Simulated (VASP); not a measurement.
# MgS (I4/mmm) in VASP: notebook

Runs on MgS. Level: PBEsol. Tasks: single point.

Everything below comes from runs of VASP 6.6.1. Logs are shortened: lines on timing, memory, paths and dates and some standing lists are left out, and cuts for length are marked.

## Step 1: The cell of the first run

Symmetry: I4/mmm, No. 139, tetragonal system. The conventional cell has a = 3.495 Å, b = 3.495 Å, c = 5.203 Å, α = 90.00°, β = 90.00°, γ = 90.00°. Within 3.3 Å of Mg (site symmetry 4/mmm) lie 6 S at 2.47 to 2.60 Å. Within 3.3 Å of S (site symmetry 4/mmm) lie 6 Mg at 2.47 to 2.60 Å.

## Step 2: Single point, PBEsol (strain -0.050 along x and y, +0.000 along z)

The input, INCAR:

```
SYSTEM = MgS
ALGO = Normal
EDIFF = 1E-6
ENCUT = 520
GGA = PS
ISIF = 2
ISMEAR = 0
LASPH = .TRUE.
LCHARG = .FALSE.
LREAL = .FALSE.
LWAVE = .FALSE.
NBANDS = 11
NELM = 80
PREC = Accurate
SIGMA = 0.05
```

The input, KPOINTS:

```
k-points
0
G
  8 8 8
  0 0 0
```

The input, POSCAR:

```
MgS
1.0
    0.0000000000      2.4715675000      2.6016500000
    2.4715675000      0.0000000000      2.6016500000
    2.4715675000      2.4715675000      0.0000000000
Mg S
1 1
Direct
    0.0000000000      0.0000000000      0.0000000000
    0.5000000000      0.5000000000      0.5000000000
```

Potentials or basis: VASP PAW PBE potentials, release 64 (Mg, S).

The run is started by

```
cat potpaw_PBE.64/Mg/POTCAR potpaw_PBE.64/S/POTCAR > POTCAR
mpirun -np 1 vasp_std > vasp.out
```

OUTCAR:

```text
SYSTEM = MgS
   EDIFF = 1E-6
   ENCUT = 520
   GGA = PS
   ISIF = 2
   ISMEAR = 0
   LASPH = .TRUE.
   LREAL = .FALSE.
   NELM = 80
   PREC = Accurate

 ion  position               nearest neighbor table
   1  0.000  0.000  0.000-   2 2.47   2 2.47   2 2.47   2 2.47   2 2.60   2 2.60
   2  0.500  0.500  0.500-   1 2.47   1 2.47   1 2.47   1 2.47   1 2.60   1 2.60

  LATTYP: Found a body centered tetragonal cell.
 ALAT       =     3.4953242788
 C/A-ratio  =     1.4886458551

  Lattice vectors:

 A1 = (  -2.4715675000,   0.0000000000,   2.6016500000)
 A2 = (   2.4715675000,   0.0000000000,   2.6016500000)
 A3 = (   0.0000000000,   2.4715675000,  -2.6016500000)

Analysis of symmetry for initial positions (statically):
=====================================================================
 Subroutine PRICEL returns:
 Original cell was already a primitive cell.

 Routine SETGRP: Setting up the symmetry group for a
 body centered tetragonal supercell.

 Subroutine GETGRP returns: Found 16 space group operations
 (whereof 16 operations were pure point group operations)
 out of a pool of 16 trial point group operations.

The static configuration has the point symmetry D_4h.

Analysis of symmetry for dynamics (positions and initial velocities):
=====================================================================
 Subroutine PRICEL returns:
 Original cell was already a primitive cell.

 Routine SETGRP: Setting up the symmetry group for a
 body centered tetragonal supercell.

 Subroutine GETGRP returns: Found 16 space group operations
 (whereof 16 operations were pure point group operations)
 out of a pool of 16 trial point group operations.

The dynamic configuration has the point symmetry D_4h.

 Subroutine INISYM returns: Found 16 space group operations
 (whereof 16 operations are pure point group operations),
 and found     1 'primitive' translations

----------------------------------------------------------------------------------------

                                     Primitive cell

  volume of cell :      31.7851

  direct lattice vectors                    reciprocal lattice vectors
     0.000000000  2.471567500  2.601650000    -0.202300767  0.202300767  0.192185728
     2.471567500  0.000000000  2.601650000     0.202300767 -0.202300767  0.192185728
     2.471567500  2.471567500  0.000000000     0.202300767  0.202300767 -0.192185728

  length of vectors
     3.588485562  3.588485562  3.495324279     0.344654254  0.344654254  0.344654254

  position of ions in fractional coordinates (direct lattice)
     0.000000000  0.000000000  0.000000000
     0.500000000  0.500000000  0.500000000

  ion indices of the primitive-cell ions
   primitive index   ion index
                 1           1
                 2           2

----------------------------------------------------------------------------------------

 KPOINTS: k-points

Automatic generation of k-mesh.
 Grid dimensions read from file:
 generate k-points for:    8    8    8

 Generating k-lattice:

  Cartesian coordinates                     Fractional coordinates (reciprocal lattice)
    -0.025287596  0.025287596  0.024023216     0.125000000  0.000000000  0.000000000
     0.025287596 -0.025287596  0.024023216     0.000000000  0.125000000  0.000000000
     0.025287596  0.025287596 -0.024023216     0.000000000  0.000000000  0.125000000

  Length of vectors
     0.043081782  0.043081782  0.043081782

  Shift w.r.t. Gamma in fractional coordinates (k-lattice)
     0.000000000  0.000000000  0.000000000

 Subroutine IBZKPT returns following result:
 ===========================================

 Found     59 irreducible k-points:

 Following reciprocal coordinates:
            Coordinates               Weight
  0.000000  0.000000  0.000000      1.000000
  0.125000 -0.000000  0.000000      8.000000
  0.250000 -0.000000  0.000000      8.000000
  0.375000 -0.000000  0.000000      8.000000
  0.500000 -0.000000  0.000000      4.000000
  0.125000  0.125000  0.000000      2.000000
[... 16 lines left out ...]
  0.250000 -0.000000  0.125000     16.000000
  0.375000 -0.000000  0.125000     16.000000
 [... further k-points ...]
   k-points           NKPTS =     59   k-points in BZ     NKDIM =     59   number of bands    NBANDS=     11
   number of dos      NEDOS =    301   number of ions     NIONS =      2
   total plane-waves  NPLWV =  21952
   dimension x,y,z NGX =    28 NGY =   28 NGZ =   28
   dimension x,y,z NGXF=    56 NGYF=   56 NGZF=   56
   ions per type =               1   1
   NGX,Y,Z   is equivalent  to a cutoff of  12.97, 12.97, 13.32 a.u.
   NGXF,Y,Z  is equivalent  to a cutoff of  25.94, 25.94, 26.63 a.u.
 SYSTEM =  MgS
   PREC   = accura    normal or accurate (medium, high low for compatibility)
   ISTART =      0    job   : 0-new  1-cont  2-samecut
   ICHARG =      2    charge: 1-file 2-atom 10-const
   ISPIN  =      1    spin polarized calculation?
   LNONCOLLINEAR =      F non collinear calculations
   LSORBIT =      F    spin-orbit coupling
   LASPH  =      T    aspherical Exc in radial PAW
   ENCUT  =  520.0 eV  38.22 Ry    6.18 a.u.   6.67  6.67  6.50*2*pi/ulx,y,z
   NELM   =     80;   NELMIN=  2; NELMDL= -5     # of ELM steps
   EDIFF  = 0.1E-05   stopping-criterion for ELM
   LREAL  =      F    real-space projection
   EDIFFG = 0.1E-04   stopping-criterion for IOM
   NSW    =      0    number of steps for IOM
   IBRION =     -1    ionic relax: 0-MD 1-quasi-New 2-CG
   NFREE  =      0    steps in history (QN), initial steepest desc. (CG)
   ISIF   =      2    stress and relaxation
   ISYM   =      2    0-nonsym 1-usesym 2-fastsym
   POTIM  = 0.5000    time-step for ionic-motion
   TEBEG  =    0.0;   TEEND  =   0.0 temperature during run
   PSTRESS=    0.0 pullay stress
   NELECT =       8.0000    total number of electrons
   NUPDOWN=      -1.0000    fix difference up-down
   EMIN   =  10.00;   EMAX   =-10.00  energy-range for DOS
   EFERMI =   0.00;   METHOD = LEGACY
   ISMEAR =     0;   SIGMA  =   0.05  broadening in eV -4-tet -1-fermi 0-gaus
   EFERMI_NEDOS =   21; number of points for ismear=-14 and -15
   IALGO  =     38    algorithm
   IMIX   =      4    mixing-type and parameters
     AMIX     =   0.40;   BMIX     =  1.00
     AMIX_MAG =   1.60;   BMIX_MAG =  1.00
  volume/ion in A,a.u.               =      15.89       107.25
  Fermi-wavevector in a.u.,A,eV,Ry     =   1.033626  1.953270 14.536238  1.068383
  Thomas-Fermi vector in A             =   2.167882
   LORBIT       =      0    0 simple, 1 ext, 2 COOP (PROOUT), +10 PAW based schemes
   GGA     = PS    functional components
   LHFCALC =     F    Hartree Fock is set to
   AEXX    =    0.0000 exact exchange contribution
   IVDW    =     0    specifies the selected vdW correction
   LEPSILON=     F    determine dielectric tensor
   LRPA    =     F    only Hartree local field effects (RPA)
 non-spin polarized calculation
 Gauss-broadening in eV      SIGMA  =   0.05
  energy-cutoff  :      520.00
  volume of cell :       31.79
 maximum number of plane-waves:       885
   NGX = 13   NGY = 13   NGZ = 13

 number of electron       8.0000001 magnetization

 Free energy of the ion-electron system (eV)
  ---------------------------------------------------
  ext. energy  EPLUGINS =         0.00000000
  ---------------------------------------------------
  free energy    TOTEN  =        -8.97482572 eV

  energy without entropy =       -8.97482572  energy(sigma->0) =       -8.97482572

 E-fermi :   5.0217     XC(G=0): -10.2646

 val. band max:        4.7666034142   @ k =   0.0000   0.0000   0.0000
 cond. band min:       7.4689068555   @ k =   0.5000   0.0000   0.5000
 fundamental gap:      2.7023034413
 Fermi energy:         5.0217180379

 k-point     1 :       0.0000    0.0000    0.0000
  band No.  band energies     occupation
      1      -8.6782      2.00000
      2       4.5742      2.00000
      3       4.5742      2.00000
      4       4.7666      2.00000
      5       9.0791      0.00000
      6      12.0454      0.00000
      7      12.6177      0.00000
      8      12.6177      0.00000
      9      14.6664      0.00000
     10      15.4359      0.00000
     11      17.1930      0.00000

 k-point     2 :       0.1250   -0.0000    0.0000
  band No.  band energies     occupation
      1      -8.4994      2.00000
      2       3.4880      2.00000
      3       4.4762      2.00000
      4       4.5530      2.00000
      5       9.8134      0.00000
      6      12.1599      0.00000
      7      12.5356      0.00000
      8      12.9374      0.00000
      9      14.1947      0.00000
     10      14.7771      0.00000
     11      17.8224      0.00000

 k-point     3 :       0.2500   -0.0000    0.0000
  band No.  band energies     occupation
      1      -8.0086      2.00000
      2       1.5183      2.00000
      3       4.2094      2.00000
      4       4.2633      2.00000
      5       9.7911      0.00000
      6      12.1676      0.00000
      7      12.8126      0.00000
      8      13.4750      0.00000
      9      15.0242      0.00000
     10      15.0928      0.00000
     11      17.1622      0.00000

 k-point     4 :       0.3750   -0.0000    0.0000
  band No.  band energies     occupation
      1      -7.3893      2.00000
      2      -0.1459      2.00000
      3       3.9183      2.00000
      4       4.0768      2.00000
      5       9.3166      0.00000
      6      11.5779      0.00000
      7      12.1490      0.00000
      8      15.4545      0.00000
      9      16.5702      0.00000
     10      17.0637      0.00000
     11      17.3113      0.00000
[... 239 lines left out ...]
 k-point    22 :       0.1250    0.0000    0.1250
  band No.  band energies     occupation
      1      -8.4308      2.00000
      2       3.5119      2.00000
      3       4.1154      2.00000
      4       4.3867      2.00000
      5      10.2153      0.00000
      6      11.4655      0.00000
      7      12.9840      0.00000
      8      13.2698      0.00000
      9      13.5825      0.00000
     10      15.1585      0.00000
     11      18.3043      0.00000

 k-point    23 :       0.2500   -0.0000    0.1250
  band No.  band energies     occupation
      1      -8.0367      2.00000
      2       2.0324      2.00000
      3       3.8393      2.00000
      4       4.0304      2.00000
      5      10.4379      0.00000
      6      11.4988      0.00000
      7      12.4121      0.00000
      8      13.3559      0.00000
      9      14.6751      0.00000
     10      15.8006      0.00000
     11      18.5461      0.00000

 k-point    24 :       0.3750   -0.0000    0.1250
  band No.  band energies     occupation
      1      -7.4485      2.00000
      2       0.3876      2.00000
      3       3.5809      2.00000
      4       3.6505      2.00000
      5       9.9164      0.00000
      6      11.5752      0.00000
      7      12.6770      0.00000
      8      13.1919      0.00000
      9      16.7087      0.00000
     10      17.8571      0.00000
     11      18.1627      0.00000

 [... further k-points ...]
[... 5 lines left out ...]
  --------------------------------------------------------------------------------------
  -------------------------------------------------------------------------------------
  Total        2.3179294      2.3179294      0.6329733      0.0000000     -0.0000000      0.0000000
  in kB      116.8387665    116.8387665     31.9059858      0.0000000     -0.0000000      0.0000000
  external PRESSURE =      88.5278396 kB  Pullay stress =       0.0000000 kB

 VOLUME and BASIS-vectors are now :
 -----------------------------------------------------------------------------
  energy-cutoff  :      520.00
  volume of cell :       31.79
      direct lattice vectors                 reciprocal lattice vectors
     0.000000000  2.471567500  2.601650000    -0.202300767  0.202300767  0.192185728
     2.471567500  0.000000000  2.601650000     0.202300767 -0.202300767  0.192185728
     2.471567500  2.471567500  0.000000000     0.202300767  0.202300767 -0.192185728

 POSITION                                       TOTAL-FORCE (eV/Angst)
 -----------------------------------------------------------------------------------
      0.00000      0.00000      0.00000        -0.000000     -0.000000      0.000000
      2.47157      2.47157      2.60165         0.000000      0.000000      0.000000
 -----------------------------------------------------------------------------------
    total drift:                                0.000000      0.000000      0.000000

  FREE ENERGIE OF THE ION-ELECTRON SYSTEM (eV)
  ---------------------------------------------------
  free  energy   TOTEN  =        -8.9748257208 eV

  energy  without entropy=       -8.9748257208  energy(sigma->0) =       -8.97482572
```

Wall time 12 s (1 thread of Intel Xeon Platinum 8488C (Sapphire Rapids), shared host); peak memory 0.16 GiB.

Results:

| Property | Result |
| --- | --- |
| Free energy | -8.9748 eV |
| Pressure | 8.9 GPa |
| Band gap on the k mesh | 2.70 eV, indirect (least direct gap 4.31 eV) |

Levels at points of the mesh, in eV from the valence-band top:
| k point | band 2 | band 3 | band 4 | band 5 | band 6 | band 7 |
| --- | --- | --- | --- | --- | --- | --- |
| (0.00, 0.00, 0.00) | -0.19 | -0.19 | 0.00 | 4.31 | 7.28 | 7.85 |
| (0.50, 0.00, 0.00) | -5.60 | -0.96 | -0.76 | 4.37 | 6.59 | 7.12 |
| (0.50, 0.50, 0.00) | -5.01 | -1.90 | -1.90 | 3.04 | 3.91 | 12.44 |
| (0.50, 0.00, 0.50) | -4.92 | -2.39 | -1.93 | 2.70 | 3.73 | 12.92 |

Caveat: the cell differs from its parent crystal (strain -0.050 along x and y, +0.000 along z); the PAW data sets were made with another functional, which shifts forces and pressure a little.

## Step 3: Single point, PBEsol (strain -0.050 along x and y, -0.025 along z)

The input, INCAR:

```
ALGO = Normal
EDIFF = 1E-7
ENCUT = 520
GGA = PS
ISIF = 2
ISMEAR = 0
LASPH = True
LCHARG = True
LELF = True
LREAL = False
LVHAR = True
LWAVE = False
NBANDS = 11
NELM = 80
PREC = Accurate
SIGMA = 0.05
```

The input, KPOINTS:

```
k-points
0
Gamma
  8 8 8
```

The input, POSCAR:

```
MgS
1.0
    0.0000000000      2.4715675000      2.5366087500
    2.4715675000      0.0000000000      2.5366087500
    2.4715675000      2.4715675000      0.0000000000
Mg S
1 1
Direct
    0.0000000000      0.0000000000      0.0000000000
    0.5000000000      0.5000000000      0.5000000000
```

Potentials or basis: VASP PAW PBE potentials, release 64 (Mg, S).

The run is started by

```
cat potpaw_PBE.64/Mg/POTCAR potpaw_PBE.64/S/POTCAR > POTCAR
mpirun -np 1 vasp_std > vasp.out
```

It took 15 s on 1 thread of Intel Xeon Platinum 8488C (Sapphire Rapids), shared host; peak memory 0.17 GiB.

It converged, with:

```yaml
Free_energy: -8.9471 eV
Pressure: 11.4 GPa
Band_gap_on_the_k_mesh: 2.84 eV, indirect (least direct gap 4.61 eV)
```

Stress tensor (GPa, compression positive):
```
13.08  0.00  0.00
 0.00 13.08  0.00
 0.00  0.00  8.12
```

Levels at points of the mesh, in eV from the valence-band top:
| k point | band 1 | band 2 | band 3 | band 4 | band 5 | band 6 | band 7 | band 8 |
| --- | --- | --- | --- | --- | --- | --- | --- | --- |
| (0.00, 0.00, 0.00) | -13.56 | -0.10 | -0.10 | 0.00 | 4.61 | 7.48 | 7.77 | 7.77 |
| (0.50, 0.00, 0.00) | -11.87 | -5.70 | -0.89 | -0.78 | 4.49 | 6.75 | 7.05 | 11.35 |
| (0.50, 0.50, 0.00) | -11.47 | -5.08 | -1.99 | -1.99 | 3.01 | 3.80 | 12.94 | 13.07 |
| (0.50, 0.00, 0.50) | -11.34 | -5.03 | -2.25 | -2.01 | 2.84 | 3.71 | 13.12 | 13.18 |

Caveat: the cell differs from its parent crystal (strain -0.050 along x and y, -0.025 along z); the PAW data sets were made with another functional, which shifts forces and pressure a little. A k mesh can miss the band edges.

[end of part 1 of 2]
